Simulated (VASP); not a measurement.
# Ga3H (P6_3/mmc) in VASP: single point with PBE

Aim: the single point of Ga3H with PBE.

Program: VASP 6.6.1. These are calculated values, not measurements. Logs are shortened: lines on timing, memory, paths and dates and some standing lists are left out, and cuts for length are marked.

**1. The cell of the first run**

The structure is hexagonal, space group P6_3/mmc (No. 194). The conventional cell has a = 5.852 Å, b = 5.852 Å, c = 4.276 Å, α = 90.00°, β = 90.00°, γ = 120.00°. Within 3.5 Å of Ga (site symmetry mm2) lie 4 H at 2.66 to 2.93 Å and 8 Ga at 2.74 to 3.11 Å. H (site symmetry -6m2) has 12 Ga at 2.66 to 2.93 Å within 3.5 Å.

**2. Single point, PBE**

Input file INCAR:

```
ALGO     = Normal         # electronic algorithm
EDIFF    = 1E-6           # SCF threshold, eV
ENCUT    = 520            # plane-wave cutoff, eV
GGA      = PE             # functional
ISIF     = 2              # what is computed and relaxed
ISMEAR   = 0              # smearing method
LASPH    = True           # aspherical terms in the spheres
LCHARG   = False          # write CHGCAR
LREAL    = False          # projectors in reciprocal space
LWAVE    = False          # write WAVECAR
NBANDS   = 50             # bands
NELM     = 60             # most SCF steps
PREC     = Accurate       # precision mode
SIGMA    = 0.1            # smearing width, eV
```

Input file KPOINTS:

```
k-points
0
Gamma
  6 6 4
```

Input file POSCAR:

```
Ga3H
1.0
    5.8520942612      0.0000000000      0.0000000000
   -2.9260471306      5.0680622955      0.0000000000
    0.0000000000      0.0000000000      4.2755949876
Ga H
6 2
Direct
    0.8229174137      0.6458348273      0.2500000000
    0.1770825863      0.8229174137      0.7500000000
    0.3541651727      0.1770825863      0.2500000000
    0.1770825863      0.3541651727      0.7500000000
    0.8229174137      0.1770825863      0.2500000000
    0.6458348273      0.8229174137      0.7500000000
    0.3333333333      0.6666666667      0.2500000000
    0.6666666667      0.3333333333      0.7500000000
```

Potentials or basis: VASP PAW PBE potentials, release 64 (Ga_d, H).

Command:

```bash
cat potpaw_PBE.64/Ga_d/POTCAR potpaw_PBE.64/H/POTCAR > POTCAR
mpirun -np 1 vasp_std > vasp.out
```

OUTCAR:

```text
EDIFF = 1E-6
   ENCUT = 520
   GGA = PE
   ISIF = 2
   ISMEAR = 0
   LASPH = True
   LREAL = False
   NELM = 60
   PREC = Accurate

 ion  position               nearest neighbor table
   1  0.823  0.646  0.250-   3 2.74   5 2.74   2 2.79   2 2.79   6 2.79   6 2.79
   2  0.177  0.823  0.750-   4 2.74   6 2.74   3 2.79   3 2.79   1 2.79   1 2.79
   3  0.354  0.177  0.250-   1 2.74   5 2.74   2 2.79   2 2.79   4 2.79   4 2.79
   4  0.177  0.354  0.750-   2 2.74   6 2.74   5 2.79   5 2.79   3 2.79   3 2.79
   5  0.823  0.177  0.250-   1 2.74   3 2.74   6 2.79   6 2.79   4 2.79   4 2.79
   6  0.646  0.823  0.750-   4 2.74   2 2.74   5 2.79   5 2.79   1 2.79   1 2.79
   7  0.333  0.667  0.250-
   8  0.667  0.333  0.750-

  LATTYP: Found a hexagonal cell.
 ALAT       =     5.8520942612
 C/A-ratio  =     0.7306093847

  Lattice vectors:

 A1 = (   5.8520942612,   0.0000000000,   0.0000000000)
 A2 = (  -2.9260471306,   5.0680622955,   0.0000000000)
 A3 = (   0.0000000000,   0.0000000000,   4.2755949876)

Analysis of symmetry for initial positions (statically):
=====================================================================
 Subroutine PRICEL returns:
 Original cell was already a primitive cell.

 Routine SETGRP: Setting up the symmetry group for a
 hexagonal supercell.

 Subroutine GETGRP returns: Found 24 space group operations
 (whereof 12 operations were pure point group operations)
 out of a pool of 24 trial point group operations.

The static configuration has the point symmetry D_3d.
 The point group associated with its full space group is D_6h.

Analysis of symmetry for dynamics (positions and initial velocities):
=====================================================================
 Subroutine PRICEL returns:
 Original cell was already a primitive cell.

 Routine SETGRP: Setting up the symmetry group for a
 hexagonal supercell.

 Subroutine GETGRP returns: Found 24 space group operations
 (whereof 12 operations were pure point group operations)
 out of a pool of 24 trial point group operations.

The dynamic configuration has the point symmetry D_3d.
 The point group associated with its full space group is D_6h.

 Subroutine INISYM returns: Found 24 space group operations
 (whereof 12 operations are pure point group operations),
 and found     1 'primitive' translations

----------------------------------------------------------------------------------------

                                     Primitive cell

  volume of cell :     126.8089

  direct lattice vectors                    reciprocal lattice vectors
     5.852094261  0.000000000  0.000000000     0.170878997  0.098657035  0.000000000
    -2.926047131  5.068062295  0.000000000     0.000000000  0.197314070  0.000000000
     0.000000000  0.000000000  4.275594988     0.000000000  0.000000000  0.233885577

  length of vectors
     5.852094261  5.852094261  4.275594988     0.197314070  0.197314070  0.233885577

  position of ions in fractional coordinates (direct lattice)
     0.822917414  0.645834827  0.250000000
     0.177082586  0.822917414  0.750000000
     0.354165173  0.177082586  0.250000000
     0.177082586  0.354165173  0.750000000
     0.822917414  0.177082586  0.250000000
     0.645834827  0.822917414  0.750000000
     0.333333333  0.666666667  0.250000000
     0.666666667  0.333333333  0.750000000

  ion indices of the primitive-cell ions
   primitive index   ion index
                 1           1
                 2           2
                 3           3
                 4           4
                 5           5
                 6           6
                 7           7
                 8           8

----------------------------------------------------------------------------------------

 KPOINTS: k-points

Automatic generation of k-mesh.
 Grid dimensions read from file:
 generate k-points for:    6    6    4

 Generating k-lattice:

  Cartesian coordinates                     Fractional coordinates (reciprocal lattice)
     0.028479833  0.016442839  0.000000000     0.166666667  0.000000000  0.000000000
     0.000000000  0.032885678  0.000000000     0.000000000  0.166666667  0.000000000
     0.000000000  0.000000000  0.058471394     0.000000000  0.000000000  0.250000000

  Length of vectors
     0.032885678  0.032885678  0.058471394

  Shift w.r.t. Gamma in fractional coordinates (k-lattice)
     0.000000000  0.000000000  0.000000000

 Subroutine IBZKPT returns following result:
 ===========================================

 Found     21 irreducible k-points:

 Following reciprocal coordinates:
            Coordinates               Weight
  0.000000  0.000000  0.000000      1.000000
  0.166667  0.000000  0.000000      6.000000
  0.333333  0.000000  0.000000      6.000000
  0.500000 -0.000000  0.000000      3.000000
  0.166667  0.166667  0.000000      6.000000
  0.333333  0.166667  0.000000     12.000000
[... 13 lines left out ...]
  0.333333  0.166667  0.500000     12.000000
  0.333333  0.333333  0.500000      2.000000
   k-points           NKPTS =     21   k-points in BZ     NKDIM =     21   number of bands    NBANDS=     50
   number of dos      NEDOS =    301   number of ions     NIONS =      8
   total plane-waves  NPLWV =  73728
   dimension x,y,z NGX =    48 NGY =   48 NGZ =   32
   dimension x,y,z NGXF=    96 NGYF=   96 NGZF=   64
   ions per type =               6   2
   NGX,Y,Z   is equivalent  to a cutoff of  13.64, 13.64, 12.44 a.u.
   NGXF,Y,Z  is equivalent  to a cutoff of  27.27, 27.27, 24.88 a.u.
 SYSTEM =  unknown system
   PREC   = accura    normal or accurate (medium, high low for compatibility)
   ISTART =      0    job   : 0-new  1-cont  2-samecut
   ICHARG =      2    charge: 1-file 2-atom 10-const
   ISPIN  =      1    spin polarized calculation?
   LNONCOLLINEAR =      F non collinear calculations
   LSORBIT =      F    spin-orbit coupling
   LASPH  =      T    aspherical Exc in radial PAW
   ENCUT  =  520.0 eV  38.22 Ry    6.18 a.u.  10.88 10.88  7.95*2*pi/ulx,y,z
   NELM   =     60;   NELMIN=  2; NELMDL= -5     # of ELM steps
   EDIFF  = 0.1E-05   stopping-criterion for ELM
   LREAL  =      F    real-space projection
   EDIFFG = 0.1E-04   stopping-criterion for IOM
   NSW    =      0    number of steps for IOM
   IBRION =     -1    ionic relax: 0-MD 1-quasi-New 2-CG
   NFREE  =      0    steps in history (QN), initial steepest desc. (CG)
   ISIF   =      2    stress and relaxation
   ISYM   =      2    0-nonsym 1-usesym 2-fastsym
   POTIM  = 0.5000    time-step for ionic-motion
   TEBEG  =    0.0;   TEEND  =   0.0 temperature during run
   PSTRESS=    0.0 pullay stress
   NELECT =      80.0000    total number of electrons
   NUPDOWN=      -1.0000    fix difference up-down
   EMIN   =  10.00;   EMAX   =-10.00  energy-range for DOS
   EFERMI =   0.00;   METHOD = LEGACY
   ISMEAR =     0;   SIGMA  =   0.10  broadening in eV -4-tet -1-fermi 0-gaus
   EFERMI_NEDOS =   21; number of points for ismear=-14 and -15
   IALGO  =     38    algorithm
   IMIX   =      4    mixing-type and parameters
     AMIX     =   0.40;   BMIX     =  1.00
     AMIX_MAG =   1.60;   BMIX_MAG =  1.00
  volume/ion in A,a.u.               =      15.85       106.97
  Fermi-wavevector in a.u.,A,eV,Ry     =   1.404068  2.653304 26.822630  1.971408
  Thomas-Fermi vector in A             =   2.526667
   LORBIT       =      0    0 simple, 1 ext, 2 COOP (PROOUT), +10 PAW based schemes
   GGA     = PE    functional components
   LHFCALC =     F    Hartree Fock is set to
   AEXX    =    0.0000 exact exchange contribution
   IVDW    =     0    specifies the selected vdW correction
   LEPSILON=     F    determine dielectric tensor
   LRPA    =     F    only Hartree local field effects (RPA)
 non-spin polarized calculation
 Gauss-broadening in eV      SIGMA  =   0.10
  energy-cutoff  :      520.00
  volume of cell :      126.81
 maximum number of plane-waves:      3436
 NGX is ok and might be reduce to    48
   NGX = 21   NGY = 21   NGZ = 15

 number of electron      79.9999992 magnetization

 Free energy of the ion-electron system (eV)
  ---------------------------------------------------
  ext. energy  EPLUGINS =         0.00000000
  ---------------------------------------------------
  free energy    TOTEN  =       -21.22918028 eV

  energy without entropy =      -21.22066560  energy(sigma->0) =      -21.22492294

 E-fermi :   4.6617     XC(G=0): -10.6882

 val. band max:        4.4131133970   @ k =   0.1667   0.1667   0.2500
 cond. band min:       4.7274344554   @ k =   0.0000   0.0000   0.2500
 fundamental gap:      0.3143210584
 Fermi energy:         4.6616859274

 k-point     1 :       0.0000    0.0000    0.0000
  band No.  band energies     occupation
      1     -10.4369      2.00000
      2     -10.4214      2.00000
      3     -10.4214      2.00000
      4     -10.3973      2.00000
      5     -10.3610      2.00000
      6     -10.3445      2.00000
[... 42 lines left out ...]
     49       9.4990      0.00000
     50       9.8753      0.00000

 k-point     2 :       0.1667    0.0000    0.0000
  band No.  band energies     occupation
      1     -10.4234      2.00000
      2     -10.4155      2.00000
      3     -10.4030      2.00000
      4     -10.3855      2.00000
      5     -10.3721      2.00000
      6     -10.3489      2.00000
[... 42 lines left out ...]
     49       9.3282      0.00000
     50       9.9626      0.00000

 k-point     3 :       0.3333    0.0000    0.0000
  band No.  band energies     occupation
      1     -10.4101      2.00000
      2     -10.3952      2.00000
      3     -10.3781      2.00000
      4     -10.3582      2.00000
      5     -10.3526      2.00000
      6     -10.3412      2.00000
[... 943 lines left out ...]
     49      11.0402      0.00000
     50      11.0403      0.00000

 k-point    21 :       0.3333    0.3333    0.5000
  band No.  band energies     occupation
      1     -10.3793      2.00000
      2     -10.3793      2.00000
      3     -10.3483      2.00000
      4     -10.3483      2.00000
      5     -10.2765      2.00000
      6     -10.2765      2.00000
[... 42 lines left out ...]
     49      10.1167      0.00000
     50      10.1167      0.00000

------------------------ aborting loop because EDIFF is reached ----------------------------------------

  FORCE on cell =-STRESS in cart. coord.  units (eV):
  Direction    XX          YY          ZZ          XY          YZ          ZX
  --------------------------------------------------------------------------------------
  -------------------------------------------------------------------------------------
  Total        0.0302652      0.0302652      0.1158619      0.0000000      0.0000000      0.0000000
  in kB        0.3823885      0.3823885      1.4638666      0.0000000      0.0000000      0.0000000
  external PRESSURE =       0.7428812 kB  Pullay stress =       0.0000000 kB

 VOLUME and BASIS-vectors are now :
 -----------------------------------------------------------------------------
  energy-cutoff  :      520.00
  volume of cell :      126.81
      direct lattice vectors                 reciprocal lattice vectors
     5.852094261  0.000000000  0.000000000     0.170878997  0.098657035  0.000000000
    -2.926047131  5.068062295  0.000000000     0.000000000  0.197314070  0.000000000
     0.000000000  0.000000000  4.275594988     0.000000000  0.000000000  0.233885577

 POSITION                                       TOTAL-FORCE (eV/Angst)
 -----------------------------------------------------------------------------------
      2.92605      3.27313      1.06890        -0.000000      0.003417     -0.000000
     -1.37159      4.17060      3.20670        -0.002959      0.001708     -0.000000
      1.55446      0.89747      1.06890        -0.002959     -0.001708      0.000000
     -0.00000      1.79493      3.20670        -0.000000     -0.003417      0.000000
      4.29764      0.89747      1.06890         0.002959     -0.001708     -0.000000
      1.37159      4.17060      3.20670         0.002959      0.001708      0.000000
     -0.00000      3.37871      1.06890        -0.000000      0.000000      0.000000
      2.92605      1.68935      3.20670        -0.000000      0.000000      0.000000
 -----------------------------------------------------------------------------------
    total drift:                                0.000000     -0.000000      0.000000

  FREE ENERGIE OF THE ION-ELECTRON SYSTEM (eV)
  ---------------------------------------------------
  free  energy   TOTEN  =       -21.2291802751 eV

  energy  without entropy=      -21.2206655982  energy(sigma->0) =      -21.22492294
```

Run time: 96 s. Hardware: 1 thread of Intel Xeon Platinum 8488C (Sapphire Rapids), shared host; peak memory 0.29 GiB.

What came out:

```yaml
Free_energy: -21.2292 eV
Pressure: 0.1 GPa
Largest_force: 0.003 eV/Å
Band_gap_on_the_k_mesh: zero (band 40 reaches 5.79 eV, above the bottom of band 41 at 2.80 eV)
```

Forces in eV/Å, atoms in the order of the input:
```
Ga   0.000  0.003  0.000
Ga  -0.003  0.002  0.000
Ga  -0.003 -0.002  0.000
Ga   0.000 -0.003  0.000
Ga   0.003 -0.002  0.000
Ga   0.003  0.002  0.000
H    0.000  0.000  0.000
H    0.000  0.000  0.000
```

Stress tensor (GPa, compression positive):
```
0.04 0.00 0.00
0.00 0.04 0.00
0.00 0.00 0.15
```

Levels at points of the mesh, in eV from the Fermi level:
| k point | band 38 | band 39 | band 40 | band 41 | band 42 | band 43 |
| --- | --- | --- | --- | --- | --- | --- |
| (0.00, 0.00, 0.00) | -2.19 | -2.14 | 1.13 | 2.31 | 2.31 | 2.33 |
| (0.50, 0.00, 0.00) | -0.97 | -0.95 | -0.26 | 0.08 | 0.57 | 1.07 |
| (0.00, 0.00, 0.50) | -3.03 | -2.09 | -2.09 | -1.86 | -1.86 | -1.86 |
| (0.50, 0.00, 0.50) | -3.92 | 0.46 | 0.46 | 1.54 | 1.54 | 2.24 |

Caveat: the k points lie up to 0.37 Å⁻¹ apart.
